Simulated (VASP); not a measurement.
# CuI (P6_3/mmc) in VASP: single point with PBEsol

Aim: the single point of CuI with PBEsol.

Everything below comes from runs of VASP 6.6.1. Logs are shortened: lines on timing, memory, paths and dates and some standing lists are left out, and cuts for length are marked.

## (1) The cell of the first run

The structure is hexagonal, space group P6_3/mmc (No. 194). The conventional cell has a = 4.147 Å, b = 4.147 Å, c = 6.336 Å, α = 90.00°, β = 90.00°, γ = 120.00°. Within 3.8 Å of Cu (site symmetry -3m) lie 6 I at 2.87 Å and 2 Cu at 3.17 Å. Within 3.8 Å of I (site symmetry -6m2) lie 6 Cu at 2.87 Å.

## (2) Single point, PBEsol

INCAR reads:

```
  PREC = Accurate
  ENCUT = 520
  EDIFF = 1E-6
  ISMEAR = 0
  SIGMA = 0.2
  LREAL = False
  LASPH = True
  NELM = 60
  ALGO = Normal
  ISIF = 2
  LWAVE = False
  LCHARG = True
  GGA = PS
  LELF = True
  LVHAR = True
  NBANDS = 26
```

KPOINTS reads:

```
regular mesh
0
Gamma
  6 6 4
```

POSCAR reads:

```
CuI
1.0
    4.1473371723      0.0000000000      0.0000000000
   -2.0736685862      3.5916993492      0.0000000000
    0.0000000000      0.0000000000      6.3363563990
Cu I
2 2
Direct
    0.0000000000      0.0000000000      0.0000000000
    0.0000000000      0.0000000000      0.5000000000
    0.3333333333      0.6666666667      0.2500000000
    0.6666666667      0.3333333333      0.7500000000
```

Potentials or basis: VASP PAW PBE potentials, release 64 (Cu, I).

On the command line:

```console
$ cat potpaw_PBE.64/Cu/POTCAR potpaw_PBE.64/I/POTCAR > POTCAR
$ mpirun -np 1 vasp_std > vasp.out
```

OUTCAR:

```text
PREC = Accurate
   ENCUT = 520
   EDIFF = 1E-6
   ISMEAR = 0
   LREAL = False
   LASPH = True
   NELM = 60
   ISIF = 2
   GGA = PS

 ion  position               nearest neighbor table
   1  0.000  0.000  0.000-   3 2.87   4 2.87   3 2.87   4 2.87   4 2.87   3 2.87
   2  0.000  0.000  0.500-   3 2.87   4 2.87   3 2.87   4 2.87   4 2.87   3 2.87
   3  0.333  0.667  0.250-   1 2.87   2 2.87   1 2.87   2 2.87   1 2.87   2 2.87
   4  0.667  0.333  0.750-   1 2.87   2 2.87   1 2.87   2 2.87   1 2.87   2 2.87

  LATTYP: Found a hexagonal cell.
 ALAT       =     4.1473371723
 C/A-ratio  =     1.5278131813

  Lattice vectors:

 A1 = (   4.1473371723,   0.0000000000,   0.0000000000)
 A2 = (  -2.0736685862,   3.5916993492,   0.0000000000)
 A3 = (   0.0000000000,   0.0000000000,   6.3363563990)

Analysis of symmetry for initial positions (statically):
=====================================================================
 Subroutine PRICEL returns:
 Original cell was already a primitive cell.

 Routine SETGRP: Setting up the symmetry group for a
 hexagonal supercell.

 Subroutine GETGRP returns: Found 24 space group operations
 (whereof 12 operations were pure point group operations)
 out of a pool of 24 trial point group operations.

The static configuration has the point symmetry D_3d.
 The point group associated with its full space group is D_6h.

Analysis of symmetry for dynamics (positions and initial velocities):
=====================================================================
 Subroutine PRICEL returns:
 Original cell was already a primitive cell.

 Routine SETGRP: Setting up the symmetry group for a
 hexagonal supercell.

 Subroutine GETGRP returns: Found 24 space group operations
 (whereof 12 operations were pure point group operations)
 out of a pool of 24 trial point group operations.

The dynamic configuration has the point symmetry D_3d.
 The point group associated with its full space group is D_6h.

 Subroutine INISYM returns: Found 24 space group operations
 (whereof 12 operations are pure point group operations),
 and found     1 'primitive' translations

----------------------------------------------------------------------------------------

                                     Primitive cell

  volume of cell :      94.3863

  direct lattice vectors                    reciprocal lattice vectors
     4.147337172  0.000000000  0.000000000     0.241118568  0.139209870  0.000000000
    -2.073668586  3.591699349  0.000000000     0.000000000  0.278419740  0.000000000
     0.000000000  0.000000000  6.336356399     0.000000000  0.000000000  0.157819406

  length of vectors
     4.147337172  4.147337172  6.336356399     0.278419740  0.278419740  0.157819406

  position of ions in fractional coordinates (direct lattice)
     0.000000000  0.000000000  0.000000000
     0.000000000  0.000000000  0.500000000
     0.333333333  0.666666667  0.250000000
     0.666666667  0.333333333  0.750000000

  ion indices of the primitive-cell ions
   primitive index   ion index
                 1           1
                 2           2
                 3           3
                 4           4

----------------------------------------------------------------------------------------

 KPOINTS: regular mesh

Automatic generation of k-mesh.
 Grid dimensions read from file:
 generate k-points for:    6    6    4

 Generating k-lattice:

  Cartesian coordinates                     Fractional coordinates (reciprocal lattice)
     0.040186428  0.023201645  0.000000000     0.166666667  0.000000000  0.000000000
     0.000000000  0.046403290  0.000000000     0.000000000  0.166666667  0.000000000
     0.000000000  0.000000000  0.039454851     0.000000000  0.000000000  0.250000000

  Length of vectors
     0.046403290  0.046403290  0.039454851

  Shift w.r.t. Gamma in fractional coordinates (k-lattice)
     0.000000000  0.000000000  0.000000000

 Subroutine IBZKPT returns following result:
 ===========================================

 Found     21 irreducible k-points:

 Following reciprocal coordinates:
            Coordinates               Weight
  0.000000  0.000000  0.000000      1.000000
  0.166667  0.000000  0.000000      6.000000
  0.333333  0.000000  0.000000      6.000000
  0.500000  0.000000  0.000000      3.000000
  0.166667  0.166667  0.000000      6.000000
  0.333333  0.166667  0.000000     12.000000
[... 13 lines left out ...]
  0.333333  0.166667  0.500000     12.000000
  0.333333  0.333333  0.500000      2.000000
   k-points           NKPTS =     21   k-points in BZ     NKDIM =     21   number of bands    NBANDS=     26
   number of dos      NEDOS =    301   number of ions     NIONS =      4
   total plane-waves  NPLWV =  49152
   dimension x,y,z NGX =    32 NGY =   32 NGZ =   48
   dimension x,y,z NGXF=    64 NGYF=   64 NGZF=   96
   ions per type =               2   2
   NGX,Y,Z   is equivalent  to a cutoff of  12.83, 12.83, 12.59 a.u.
   NGXF,Y,Z  is equivalent  to a cutoff of  25.65, 25.65, 25.19 a.u.
 SYSTEM =  unknown system
   PREC   = accura    normal or accurate (medium, high low for compatibility)
   ISTART =      0    job   : 0-new  1-cont  2-samecut
   ICHARG =      2    charge: 1-file 2-atom 10-const
   ISPIN  =      1    spin polarized calculation?
   LNONCOLLINEAR =      F non collinear calculations
   LSORBIT =      F    spin-orbit coupling
   LASPH  =      T    aspherical Exc in radial PAW
   ENCUT  =  520.0 eV  38.22 Ry    6.18 a.u.   7.71  7.71 11.78*2*pi/ulx,y,z
   NELM   =     60;   NELMIN=  2; NELMDL= -5     # of ELM steps
   EDIFF  = 0.1E-05   stopping-criterion for ELM
   LREAL  =      F    real-space projection
   EDIFFG = 0.1E-04   stopping-criterion for IOM
   NSW    =      0    number of steps for IOM
   IBRION =     -1    ionic relax: 0-MD 1-quasi-New 2-CG
   NFREE  =      0    steps in history (QN), initial steepest desc. (CG)
   ISIF   =      2    stress and relaxation
   ISYM   =      2    0-nonsym 1-usesym 2-fastsym
   POTIM  = 0.5000    time-step for ionic-motion
   TEBEG  =    0.0;   TEEND  =   0.0 temperature during run
   PSTRESS=    0.0 pullay stress
   NELECT =      36.0000    total number of electrons
   NUPDOWN=      -1.0000    fix difference up-down
   EMIN   =  10.00;   EMAX   =-10.00  energy-range for DOS
   EFERMI =   0.00;   METHOD = LEGACY
   ISMEAR =     0;   SIGMA  =   0.20  broadening in eV -4-tet -1-fermi 0-gaus
   EFERMI_NEDOS =   21; number of points for ismear=-14 and -15
   IALGO  =     38    algorithm
   IMIX   =      4    mixing-type and parameters
     AMIX     =   0.40;   BMIX     =  1.00
     AMIX_MAG =   1.60;   BMIX_MAG =  1.00
  volume/ion in A,a.u.               =      23.60       159.24
  Fermi-wavevector in a.u.,A,eV,Ry     =   1.187242  2.243563 19.178014  1.409544
  Thomas-Fermi vector in A             =   2.323398
   LORBIT       =      0    0 simple, 1 ext, 2 COOP (PROOUT), +10 PAW based schemes
   GGA     = PS    functional components
   LHFCALC =     F    Hartree Fock is set to
   AEXX    =    0.0000 exact exchange contribution
   IVDW    =     0    specifies the selected vdW correction
   LEPSILON=     F    determine dielectric tensor
   LRPA    =     F    only Hartree local field effects (RPA)
 non-spin polarized calculation
 Gauss-broadening in eV      SIGMA  =   0.20
  energy-cutoff  :      520.00
  volume of cell :       94.39
 maximum number of plane-waves:      2568
 NGX is ok and might be reduce to    32
   NGX = 15   NGY = 15   NGZ = 23

 number of electron      36.0000002 magnetization

 Free energy of the ion-electron system (eV)
  ---------------------------------------------------
  ext. energy  EPLUGINS =         0.00000000
  ---------------------------------------------------
  free energy    TOTEN  =       -11.76753825 eV

  energy without entropy =      -11.76556159  energy(sigma->0) =      -11.76654992

 E-fermi :   6.2417     XC(G=0): -10.1470

 val. band max:        5.9839597501   @ k =   0.5000   0.0000   0.0000
 cond. band min:       6.4208128132   @ k =   0.3333   0.3333   0.0000
 fundamental gap:      0.4368530631
 Fermi energy:         6.2417439065

 k-point     1 :       0.0000    0.0000    0.0000
  band No.  band energies     occupation
      1      -8.2643      2.00000
      2      -7.1713      2.00000
      3      -0.2622      2.00000
      4       2.3077      2.00000
      5       2.3077      2.00000
      6       3.6569      2.00000
[... 18 lines left out ...]
     25      12.6076      0.00000
     26      13.3471      0.00000

 k-point     2 :       0.1667    0.0000    0.0000
  band No.  band energies     occupation
      1      -8.0959      2.00000
      2      -7.1200      2.00000
      3       0.0268      2.00000
      4       1.9325      2.00000
      5       2.2955      2.00000
      6       2.3767      2.00000
[... 18 lines left out ...]
     25      12.0832      0.00000
     26      13.2357      0.00000

 k-point     3 :       0.3333    0.0000    0.0000
  band No.  band energies     occupation
      1      -7.6809      2.00000
      2      -7.0532      2.00000
      3       0.4756      2.00000
      4       0.8333      2.00000
      5       1.5524      2.00000
      6       2.2952      2.00000
[... 18 lines left out ...]
     25      12.9933      0.00000
     26      13.6678      0.00000

 k-point     4 :       0.5000    0.0000    0.0000
  band No.  band energies     occupation
      1      -7.3623      2.00000
      2      -7.1045      2.00000
      3      -0.1966      2.00000
      4       1.2599      2.00000
      5       1.7598      2.00000
      6       2.0832      2.00000
[... 18 lines left out ...]
     25      13.5578      0.00000
     26      15.4343      0.00000

 k-point     5 :       0.1667    0.1667    0.0000
  band No.  band energies     occupation
      1      -7.8022      2.00000
      2      -7.0582      2.00000
      3       0.5754      2.00000
      4       1.0469      2.00000
      5       1.5577      2.00000
      6       2.1548      2.00000
[... 18 lines left out ...]
     25      13.6363      0.00000
     26      13.6996      0.00000

 k-point     6 :       0.3333    0.1667    0.0000
  band No.  band energies     occupation
      1      -7.4006      2.00000
      2      -7.0648      2.00000
      3       0.0108      2.00000
      4       1.3300      2.00000
      5       1.4996      2.00000
      6       1.8316      2.00000
[... 340 lines left out ...]
 k-point    18 :       0.5000    0.0000    0.5000
  band No.  band energies     occupation
      1      -7.2274      2.00000
      2      -7.2274      2.00000
      3      -0.0050      2.00000
      4      -0.0050      2.00000
      5       2.4284      2.00000
      6       2.4284      2.00000
[... 18 lines left out ...]
     25      13.5400      0.00000
     26      13.5400      0.00000

 k-point    19 :       0.1667    0.1667    0.5000
  band No.  band energies     occupation
      1      -7.4563      2.00000
      2      -7.4563      2.00000
      3       0.7306      2.00000
      4       0.7306      2.00000
      5       2.3356      2.00000
      6       2.3356      2.00000
[... 18 lines left out ...]
     25      13.2523      0.00000
     26      13.2523      0.00000

 k-point    20 :       0.3333    0.1667    0.5000
  band No.  band energies     occupation
      1      -7.2307      2.00000
      2      -7.2307      2.00000
      3       0.2644      2.00000
      4       0.2644      2.00000
      5       1.7877      2.00000
      6       1.7877      2.00000
[... 18 lines left out ...]
     25      13.8008      0.00000
     26      13.8008      0.00000

 k-point    21 :       0.3333    0.3333    0.5000
  band No.  band energies     occupation
      1      -7.1525      2.00000
      2      -7.1525      2.00000
      3       0.6946      2.00000
      4       0.6946      2.00000
      5       0.8210      2.00000
      6       0.8210      2.00000
[... 18 lines left out ...]
     25      13.5973      0.00000
     26      13.5973      0.00000

------------------------ aborting loop because EDIFF is reached ----------------------------------------

  FORCE on cell =-STRESS in cart. coord.  units (eV):
  Direction    XX          YY          ZZ          XY          YZ          ZX
  --------------------------------------------------------------------------------------
  -------------------------------------------------------------------------------------
  Total       -1.5050397     -1.5050397     -1.9061160      0.0000000      0.0000000      0.0000000
  in kB      -25.5475711    -25.5475711    -32.3557136      0.0000000      0.0000000      0.0000000
  external PRESSURE =     -27.8169519 kB  Pullay stress =       0.0000000 kB

 VOLUME and BASIS-vectors are now :
 -----------------------------------------------------------------------------
  energy-cutoff  :      520.00
  volume of cell :       94.39
      direct lattice vectors                 reciprocal lattice vectors
     4.147337172  0.000000000  0.000000000     0.241118568  0.139209870  0.000000000
    -2.073668586  3.591699349  0.000000000     0.000000000  0.278419740  0.000000000
     0.000000000  0.000000000  6.336356399     0.000000000  0.000000000  0.157819406

 POSITION                                       TOTAL-FORCE (eV/Angst)
 -----------------------------------------------------------------------------------
      0.00000      0.00000      0.00000        -0.000000      0.000000      0.000000
      0.00000      0.00000      3.16818        -0.000000      0.000000      0.000000
     -0.00000      2.39447      1.58409         0.000000     -0.000000     -0.000000
      2.07367      1.19723      4.75227        -0.000000      0.000000      0.000000
 -----------------------------------------------------------------------------------
    total drift:                                0.000000     -0.000000      0.000000

  FREE ENERGIE OF THE ION-ELECTRON SYSTEM (eV)
  ---------------------------------------------------
  free  energy   TOTEN  =       -11.7675382464 eV

  energy  without entropy=      -11.7655615903  energy(sigma->0) =      -11.76654992
```

It took 27 s on 1 thread of Intel Xeon Platinum 8488C (Sapphire Rapids), shared host; peak memory 0.22 GiB.

What came out:

* Free energy: -11.7675 eV
* Pressure: -2.8 GPa
* Band gap on the k mesh: 0.44 eV, indirect (least direct gap 0.61 eV)

Caveat: the PAW data sets were made with another functional, which shifts forces and pressure a little; spin-orbit coupling is left out, which moves the levels of the heavy elements.
